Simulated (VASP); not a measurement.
# Co (P3_121) in VASP: further runs

Co is run at these levels: r2SCAN; tasks: relaxation of cell and atoms, single point.

Program: VASP 6.6.1. These are calculated values, not measurements. Logs are shortened: lines on timing, memory, paths and dates and some standing lists are left out, and cuts for length are marked.

## Step 1: The cell of the first run

Symmetry: P3_121, No. 152, trigonal system. The conventional cell has a = 3.232 Å, b = 3.232 Å, c = 3.667 Å, α = 90.00°, β = 90.00°, γ = 120.00°. Co (site symmetry 2) has 2 Co at 1.76 Å within 2.3 Å.

## Step 2: Relaxation of cell and atoms, r2SCAN, collinear spin, ferromagnetic start

POSCAR reads:

```
Co
1.0
    3.2321793139      0.0000000000      0.0000000000
   -1.6160896570      2.7991493955      0.0000000000
    0.0000000000      0.0000000000      3.6670156285
Co
3
Direct
    0.2254000000      0.0000000000      0.3333333333
    0.0000000000      0.2254000000      0.6666666667
    0.7746000000      0.7746000000      0.0000000000
```

INCAR.step1 reads:

```
SYSTEM = Co
PREC = Accurate
ENCUT = 600
ISMEAR = 0
SIGMA = 0.1
LREAL = .False.
LASPH = .True.
NELM = 150
ISPIN = 2
MAGMOM = 0.99 0.99 0.99
LMAXMIX = 4
GGA = PE
ALGO = Normal
EDIFF = 1E-4
LWAVE = .True.
LCHARG = .False.
```

INCAR.step2 reads:

```
SYSTEM = Co
PREC = Accurate
ENCUT = 600
EDIFF = 1E-6
ISMEAR = 0
SIGMA = 0.1
LREAL = .False.
LASPH = .True.
NELM = 150
ALGO = Normal
ISIF = 3
LWAVE = .False.
LCHARG = .False.
ISPIN = 2
MAGMOM = 0.99 0.99 0.99
LORBIT = 11
LMAXMIX = 4
METAGGA = R2SCAN
LMIXTAU = .True.
IBRION = 2
NSW = 90
EDIFFG = -0.04
ISTART = 1
```

KPOINTS reads:

```
regular mesh
0
Gamma
  6 6 6
  0 0 0
```

Potentials or basis: VASP PAW PBE potentials, release 64 (Co).

The run is started by

```bash
cat potpaw_PBE.64/Co/POTCAR > POTCAR
cp INCAR.step1 INCAR
mpirun -np 1 vasp_std > vasp.out
cp INCAR.step2 INCAR
mpirun -np 1 vasp_std > vasp.out
```

OUTCAR:

```text
SYSTEM = Co
   PREC = Accurate
   ENCUT = 600
   EDIFF = 1E-6
   ISMEAR = 0
   LREAL = .False.
   LASPH = .True.
   NELM = 150
   ISIF = 3
   ISPIN = 2
   LORBIT = 11
   METAGGA = R2SCAN
   IBRION = 2
   NSW = 90
   EDIFFG = -0.04
   ISTART = 1

 ion  position               nearest neighbor table
   1  0.225  0.000  0.333-   3 1.76   2 1.76   3 2.54   3 2.54   2 2.54   2 2.54   2 2.75   3 2.75

   2  0.000  0.225  0.667-   3 1.76   1 1.76   3 2.54   3 2.54   1 2.54   1 2.54   1 2.75   3 2.75

   3  0.775  0.775  0.000-   1 1.76   2 1.76   2 2.54   1 2.54   1 2.54   2 2.54   1 2.75   2 2.75

  LATTYP: Found a hexagonal cell.
 ALAT       =     3.2321793139
 C/A-ratio  =     1.1345334749

  Lattice vectors:

 A1 = (   3.2321793139,   0.0000000000,   0.0000000000)
 A2 = (  -1.6160896570,   2.7991493955,   0.0000000000)
 A3 = (   0.0000000000,   0.0000000000,   3.6670156285)

Analysis of symmetry for initial positions (statically):
=====================================================================
 Subroutine PRICEL returns:
 Original cell was already a primitive cell.

 Routine SETGRP: Setting up the symmetry group for a
 hexagonal supercell.

 Subroutine GETGRP returns: Found  6 space group operations
 (whereof  2 operations were pure point group operations)
 out of a pool of 24 trial point group operations.

The static configuration has the point symmetry C_2 .
 The point group associated with its full space group is D_3 .

Analysis of symmetry for dynamics (positions and initial velocities):
=====================================================================
 Subroutine PRICEL returns:
 Original cell was already a primitive cell.

 Routine SETGRP: Setting up the symmetry group for a
 hexagonal supercell.

 Subroutine GETGRP returns: Found  6 space group operations
 (whereof  2 operations were pure point group operations)
 out of a pool of 24 trial point group operations.

The dynamic configuration has the point symmetry C_2 .
 The point group associated with its full space group is D_3 .

Analysis of structural, dynamic, and magnetic symmetry:
=====================================================================
 Subroutine PRICEL returns:
 Original cell was already a primitive cell.

 Routine SETGRP: Setting up the symmetry group for a
 hexagonal supercell.

 Subroutine GETGRP returns: Found  6 space group operations
 (whereof  2 operations were pure point group operations)
 out of a pool of 24 trial point group operations.

The overall configuration has the point symmetry C_2 .
 The point group associated with its full space group is D_3 .

 Subroutine INISYM returns: Found  6 space group operations
 (whereof  2 operations are pure point group operations),
 and found     1 'primitive' translations

----------------------------------------------------------------------------------------

                                     Primitive cell

  volume of cell :      33.1768

  direct lattice vectors                    reciprocal lattice vectors
     3.232179314  0.000000000  0.000000000     0.309388775  0.178625693  0.000000000
    -1.616089657  2.799149396  0.000000000     0.000000000  0.357251386  0.000000000
     0.000000000  0.000000000  3.667015629     0.000000000  0.000000000  0.272701319

  length of vectors
     3.232179314  3.232179314  3.667015629     0.357251386  0.357251386  0.272701319

  position of ions in fractional coordinates (direct lattice)
     0.225400000  0.000000000  0.333333333
     0.000000000  0.225400000  0.666666667
     0.774600000  0.774600000  0.000000000

  ion indices of the primitive-cell ions
   primitive index   ion index
                 1           1
                 2           2
                 3           3

----------------------------------------------------------------------------------------

 KPOINTS: regular mesh

Automatic generation of k-mesh.
 Grid dimensions read from file:
 generate k-points for:    6    6    6

 Generating k-lattice:

  Cartesian coordinates                     Fractional coordinates (reciprocal lattice)
     0.051564796  0.029770949  0.000000000     0.166666667  0.000000000  0.000000000
     0.000000000  0.059541898  0.000000000     0.000000000  0.166666667  0.000000000
     0.000000000  0.000000000  0.045450220     0.000000000  0.000000000  0.166666667

  Length of vectors
     0.059541898  0.059541898  0.045450220

  Shift w.r.t. Gamma in fractional coordinates (k-lattice)
     0.000000000  0.000000000  0.000000000

 Subroutine IBZKPT returns following result:
 ===========================================

 Found     34 irreducible k-points:

 Following reciprocal coordinates:
            Coordinates               Weight
  0.000000  0.000000  0.000000      1.000000
  0.166667  0.000000  0.000000      6.000000
  0.333333  0.000000  0.000000      6.000000
  0.500000  0.000000  0.000000      3.000000
  0.166667  0.166667  0.000000      6.000000
  0.333333  0.166667  0.000000     12.000000
[... 16 lines left out ...]
  0.500000  0.000000  0.333333      6.000000
  0.166667  0.166667  0.333333     12.000000
 [... further k-points ...]
   k-points           NKPTS =     34   k-points in BZ     NKDIM =     34   number of bands    NBANDS=     18
   number of dos      NEDOS =    301   number of ions     NIONS =      3
   total plane-waves  NPLWV =  23520
   dimension x,y,z NGX =    28 NGY =   28 NGZ =   30
   dimension x,y,z NGXF=    56 NGYF=   56 NGZF=   60
   ions per type =               3
   NGX,Y,Z   is equivalent  to a cutoff of  14.40, 14.40, 13.60 a.u.
   NGXF,Y,Z  is equivalent  to a cutoff of  28.80, 28.80, 27.20 a.u.
 SYSTEM =  Co
   PREC   = accura    normal or accurate (medium, high low for compatibility)
   ISTART =      1    job   : 0-new  1-cont  2-samecut
   ICHARG =      0    charge: 1-file 2-atom 10-const
   ISPIN  =      2    spin polarized calculation?
   LNONCOLLINEAR =      F non collinear calculations
   LSORBIT =      F    spin-orbit coupling
   LASPH  =      T    aspherical Exc in radial PAW
   ENCUT  =  600.0 eV  44.10 Ry    6.64 a.u.   6.46  6.46  7.32*2*pi/ulx,y,z
   NELM   =    150;   NELMIN=  2; NELMDL=  0     # of ELM steps
   EDIFF  = 0.1E-05   stopping-criterion for ELM
   LREAL  =      F    real-space projection
   EDIFFG = -.4E-01   stopping-criterion for IOM
[... 14 lines left out ...]
   IALGO  =     38    algorithm
   IMIX   =      4    mixing-type and parameters
     AMIX     =   0.40;   BMIX     =  1.00
     AMIX_MAG =   1.60;   BMIX_MAG =  1.00
  volume/ion in A,a.u.               =      11.06        74.63
  Fermi-wavevector in a.u.,A,eV,Ry     =   1.528450  2.888352 31.785391  2.336160
  Thomas-Fermi vector in A             =   2.636207
   LORBIT       =     11    0 simple, 1 ext, 2 COOP (PROOUT), +10 PAW based schemes
   METAGGA = R2SCAN    functional components
   LHFCALC =     F    Hartree Fock is set to
   AEXX    =    0.0000 exact exchange contribution
   IVDW    =     0    specifies the selected vdW correction
   LEPSILON=     F    determine dielectric tensor
   LRPA    =     F    only Hartree local field effects (RPA)
 conjugate gradient relaxation of ions
 spin polarized calculation
 Gauss-broadening in eV      SIGMA  =   0.10
  energy-cutoff  :      600.00
  volume of cell :       33.18
 maximum number of plane-waves:      1125
 NGX is ok and might be reduce to    28
   NGX = 13   NGY = 13   NGZ = 15

--------------------------------------- Ionic step        1  -------------------------------------------

 number of electron      27.0000006 magnetization       0.0021131

 number of electron      27.0000006 magnetization      -0.0000266

 Free energy of the ion-electron system (eV)
  ---------------------------------------------------
  ext. energy  EPLUGINS =         0.00000000
  ---------------------------------------------------
  free energy    TOTEN  =       -31.91024880 eV

  energy without entropy =      -31.88434329  energy(sigma->0) =      -31.89729604

 E-fermi :  10.1365     XC(G=0): -14.1348

 val. band max:       10.1128078152   @ k =   0.3333   0.3333   0.5000
 cond. band min:      10.1439726718   @ k =   0.0000   0.3333   0.1667
 fundamental gap:      0.0311648566
 Fermi energy:        10.1364704980

 spin component 1

 k-point     1 :       0.0000    0.0000    0.0000
  band No.  band energies     occupation
      1       1.1586      1.00000
      2       4.2551      1.00000
      3       4.2551      1.00000
      4       5.0474      1.00000
      5       5.0474      1.00000
      6       5.1290      1.00000
[... 481 lines left out ...]
      5       5.5218      1.00000
      6       6.0472      1.00000
[... 10 lines left out ...]
     17      11.6657      0.00000
     18      17.0464      0.00000

 [... further k-points ...]

 spin component 2

 k-point     1 :       0.0000    0.0000    0.0000
  band No.  band energies     occupation
      1       1.1586      1.00000
      2       4.2552      1.00000
      3       4.2552      1.00000
      4       5.0474      1.00000
      5       5.0474      1.00000
      6       5.1289      1.00000
[... 481 lines left out ...]
      5       5.5218      1.00000
      6       6.0471      1.00000
[... 10 lines left out ...]
     17      11.6657      0.00000
     18      17.0464      0.00000

 [... further k-points ...]

------------------------ aborting loop because EDIFF is reached ----------------------------------------

  FORCE on cell =-STRESS in cart. coord.  units (eV):
  Direction    XX          YY          ZZ          XY          YZ          ZX
  --------------------------------------------------------------------------------------
  -------------------------------------------------------------------------------------
  Total        7.5104207      7.5104207     21.0188251     -0.0000000     -0.0000000     -0.0000000
  in kB      362.6941606    362.6941606   1015.0436823     -0.0000000     -0.0000000     -0.0000000
  external PRESSURE =     580.1440012 kB  Pullay stress =       0.0000000 kB
[... 94 lines left out ...]
  FREE ENERGIE OF THE ION-ELECTRON SYSTEM (eV)
  ---------------------------------------------------
  free  energy   TOTEN  =       -33.0845027448 eV

  energy  without entropy=      -33.0099624148  energy(sigma->0) =      -33.04723258

[... ionic steps 4 to 11 ...]

--------------------------------------- Ionic step       12  -------------------------------------------

 number of electron      27.0000005 magnetization       0.0000274

 number of electron      27.0000005 magnetization      -0.0000386
[... 73 lines left out ...]
 number of electron      27.0000000 magnetization      -0.0000974

 number of electron      27.0000000 magnetization       0.0000086

 Free energy of the ion-electron system (eV)
  ---------------------------------------------------
  ext. energy  EPLUGINS =         0.00000000
  ---------------------------------------------------
  free energy    TOTEN  =       -35.52392711 eV

  energy without entropy =      -35.48100832  energy(sigma->0) =      -35.50246771

 E-fermi :   9.3909     XC(G=0): -14.0587

 val. band max:        9.3724737751   @ k =   0.3333   0.1667   0.5000
 cond. band min:       9.4009316928   @ k =   0.0000   0.0000   0.3333
 fundamental gap:      0.0284579177
 Fermi energy:         9.3908563852

 spin component 1

 k-point     1 :       0.0000    0.0000    0.0000
  band No.  band energies     occupation
      1       0.6287      1.00000
      2       5.4951      1.00000
      3       5.4951      1.00000
      4       5.6118      1.00000
      5       5.6118      1.00000
      6       7.0166      1.00000
[... 481 lines left out ...]
      5       6.3572      1.00000
      6       6.7680      1.00000
[... 10 lines left out ...]
     17      10.3290      0.00000
     18      16.8943      0.00000

 [... further k-points ...]

 spin component 2

 k-point     1 :       0.0000    0.0000    0.0000
  band No.  band energies     occupation
      1       0.6287      1.00000
      2       5.4951      1.00000
      3       5.4951      1.00000
      4       5.6118      1.00000
      5       5.6118      1.00000
      6       7.0165      1.00000
[... 481 lines left out ...]
      5       6.3572      1.00000
      6       6.7680      1.00000
[... 10 lines left out ...]
     17      10.3290      0.00000
     18      16.8943      0.00000

 [... further k-points ...]

------------------------ aborting loop because EDIFF is reached ----------------------------------------

  FORCE on cell =-STRESS in cart. coord.  units (eV):
  Direction    XX          YY          ZZ          XY          YZ          ZX
  --------------------------------------------------------------------------------------
  -------------------------------------------------------------------------------------
  Total       -0.0720820     -0.0720820      0.0466893      0.0000000      0.0000000     -0.0000000
  in kB       -3.3788565     -3.3788565      2.1885710      0.0000000      0.0000000     -0.0000000
  external PRESSURE =      -1.5230473 kB  Pullay stress =       0.0000000 kB
[... 18 lines left out ...]
  FREE ENERGIE OF THE ION-ELECTRON SYSTEM (eV)
  ---------------------------------------------------
  free  energy   TOTEN  =       -35.5239271111 eV

  energy  without entropy=      -35.4810083188  energy(sigma->0) =      -35.50246771

 reached required accuracy - stopping structural energy minimisation

 total charge

# of ion       s       p       d       tot
------------------------------------------
    1        0.541   0.471   7.414   8.426
    2        0.541   0.471   7.414   8.426
    3        0.541   0.471   7.414   8.426
--------------------------------------------------
tot          1.624   1.412  22.242  25.279

 magnetization (x)

# of ion       s       p       d       tot
------------------------------------------
    1        0.000   0.000   0.000   0.000
    2        0.000   0.000   0.000   0.000
    3        0.000   0.000   0.000   0.000
--------------------------------------------------
tot          0.000   0.000   0.000   0.000
```

It took 35 min on 1 thread of AMD EPYC 9R45 (Zen 5), shared host; peak memory 0.2 GiB.

Results:

| Item | Value |
| --- | --- |
| Free energy | -35.5239 eV |
| Relaxed volume | 11.39 Å³/atom |
| Relaxed cell | a = 3.125 Å, b = 3.125 Å, c = 4.042 Å, α = 90.00°, β = 90.00°, γ = 120.00° |
| Space group after relaxing (to 0.1 Å) | R-3m (No. 166) |
| Energy gained by relaxing | 1204.6 meV/atom |
| Ionic steps | 14 |
| Pressure after relaxing | -0.2 GPa |
| Largest force after relaxing | 0.004 eV/Å |
| Net moment | 0.00 μB per cell |
| Valence electrons inside the program's atomic spheres | Co 8.43 |

Forces in eV/Å, atoms in the order of the input:
```
Co   0.004  0.000  0.000
Co  -0.002  0.004  0.000
Co  -0.002 -0.004  0.000
```

Stress tensor (GPa, compression positive):
```
-0.34  0.00  0.00
 0.00 -0.34  0.00
 0.00  0.00  0.22
```

Step by step:
| step | energy change (eV) | largest force (eV/Å) | pressure (GPa) | volume (Å³) |
| --- | --- | --- | --- | --- |
| 1 | 0.0000 | 9.8860 | 58.01 | 33.18 |
| 2 | -0.2719 | 0.5697 | -31.58 | 55.76 |
| 3 | -1.1743 | 0.1893 | -32.21 | 50.74 |
| 4 | -1.9337 | 0.0557 | -31.16 | 46.91 |
| 5 | -3.0246 | 0.7909 | -16.16 | 39.70 |
| 6 | -3.0214 | 1.4348 | -9.10 | 38.35 |
| 7 | -3.0391 | 1.0764 | -12.87 | 39.03 |
| 8 | -3.4276 | 1.0688 | 1.13 | 34.74 |
| 9 | -3.4536 | 1.0235 | 8.39 | 33.43 |
| 10 | -3.6009 | 0.1577 | 4.03 | 33.55 |
| 11 | -3.6074 | 0.0280 | 3.61 | 33.59 |
| 12 | -3.6061 | 0.0309 | -3.63 | 34.78 |
| 13 | -3.6137 | 0.0025 | 0.20 | 34.15 |
| 14 | -3.6137 | 0.0041 | -0.15 | 34.18 |

Final structure:
```
Co
1.0
     3.12488    0.00000    0.00000
    -1.56244    2.70622    0.00000
     0.00000    0.00000    4.04176
Co
3
Direct
  0.33308 0.00000 0.33333
  0.00000 0.33308 0.66667
  0.66692 0.66692 0.00000
```

Levels at points of the mesh, in eV from the Fermi level:
Spin up:
| k point | band 11 | band 12 | band 13 | band 14 | band 15 | band 16 |
| --- | --- | --- | --- | --- | --- | --- |
| (0.00, 0.00, 0.00) | -0.12 | -0.12 | -0.12 | 0.55 | 0.55 | 0.59 |
| (0.50, 0.00, 0.00) | -0.58 | -0.51 | -0.22 | -0.21 | 0.64 | 0.64 |
| (0.00, 0.00, 0.50) | -0.25 | -0.25 | -0.25 | -0.11 | -0.11 | 1.61 |
| (0.50, 0.00, 0.50) | -1.21 | -0.87 | -0.81 | -0.21 | -0.21 | 0.69 |
Spin down:
```
           k point  band 10  band 11  band 12  band 13  band 14  band 15  band 16  band 17
(0.00, 0.00, 0.00)    -0.13    -0.12    -0.12    -0.12     0.55     0.55     0.59     3.69
(0.50, 0.00, 0.00)    -0.99    -0.58    -0.51    -0.22    -0.21     0.64     0.64     1.53
(0.00, 0.00, 0.50)    -0.25    -0.25    -0.25    -0.25    -0.11    -0.11     1.61     1.61
(0.50, 0.00, 0.50)    -1.21    -1.21    -0.87    -0.81    -0.21    -0.21     0.69     2.05
```

Caveat: the k points lie up to 0.39 Å⁻¹ apart in the final cell; the moments typed at the start vanished in this run; the PAW data sets were made with another functional, which shifts forces and pressure a little.

## Step 3: Single point, r2SCAN, collinear spin, ferromagnetic start

POSCAR is that of step 2.

INCAR.step1 reads:

```
SYSTEM = Co
PREC = Accurate
ENCUT = 520
ISMEAR = 0
SIGMA = 0.1
LREAL = .FALSE.
LASPH = .TRUE.
NELM = 150
ISPIN = 2
MAGMOM = 3 3 3
LMAXMIX = 4
NBANDS = 24
GGA = PE
ALGO = Normal
EDIFF = 1E-4
LWAVE = .TRUE.
LCHARG = .FALSE.
```

INCAR.step2 reads:

```
SYSTEM = Co
PREC = Accurate
ENCUT = 520
EDIFF = 1E-6
ISMEAR = 0
SIGMA = 0.1
LREAL = .FALSE.
LASPH = .TRUE.
NELM = 150
ALGO = Normal
ISIF = 2
LWAVE = .FALSE.
LCHARG = .FALSE.
ISPIN = 2
MAGMOM = 3 3 3
LORBIT = 11
LMAXMIX = 4
METAGGA = R2SCAN
LMIXTAU = .TRUE.
NBANDS = 24
ISTART = 1
```

KPOINTS reads:

```
Automatic mesh
0
G
  6 6 6
  0 0 0
```

Potentials or basis: VASP PAW PBE potentials, release 64 (Co).

The run is started by

```bash
cat potpaw_PBE.64/Co/POTCAR > POTCAR
cp INCAR.step1 INCAR
mpirun -np 1 vasp_std > vasp.out
cp INCAR.step2 INCAR
mpirun -np 1 vasp_std > vasp.out
```

Run time: 2.5 min. Hardware: 1 thread of AMD EPYC 9R45 (Zen 5), shared host; peak memory 0.16 GiB.

Results (log left out):

- Free energy: -31.9093 eV
- Pressure: 58.2 GPa
- Largest force: 9.888 eV/Å
- Net moment: 0.00 μB per cell
- Valence electrons inside the program's atomic spheres: Co 8.85

Forces on the atoms (eV/Å):
```
Co   9.888  0.000  0.000
Co  -4.944  8.564  0.000
Co  -4.944 -8.564  0.000
```

Stress tensor (GPa, compression positive):
```
 36.41   0.00   0.00
  0.00  36.41   0.00
  0.00   0.00 101.65
```

Levels at points of the mesh, in eV from the Fermi level:
Spin up:
```csv
k point,band 10,band 11,band 12,band 13,band 14,band 15,band 16,band 17
"(0.00, 0.00, 0.00)",-2.09,-1.20,-1.20,0.38,0.38,0.72,0.78,5.58
"(0.50, 0.00, 0.00)",-1.56,-1.26,-1.04,-0.68,-0.27,-0.07,0.97,1.22
"(0.00, 0.00, 0.50)",-2.19,-1.31,-1.31,0.08,0.08,0.60,1.26,1.26
"(0.50, 0.00, 0.50)",-1.74,-1.19,-1.16,-0.51,-0.25,0.45,0.45,1.61
```
Spin down:
| k point | band 11 | band 12 | band 13 | band 14 | band 15 | band 16 |
| --- | --- | --- | --- | --- | --- | --- |
| (0.00, 0.00, 0.00) | -1.20 | -1.20 | 0.38 | 0.38 | 0.72 | 0.78 |
| (0.50, 0.00, 0.00) | -1.26 | -1.04 | -0.68 | -0.27 | -0.08 | 0.97 |
| (0.00, 0.00, 0.50) | -1.31 | -1.31 | 0.08 | 0.08 | 0.60 | 1.26 |
| (0.50, 0.00, 0.50) | -1.19 | -1.16 | -0.51 | -0.25 | 0.45 | 0.45 |

Caveat: the k points lie up to 0.37 Å⁻¹ apart; atoms lie so close that the PAW spheres overlap strongly, which falsifies energies and pressures; the moments typed at the start vanished in this run; the PAW data sets were made with another functional, which shifts forces and pressure a little.
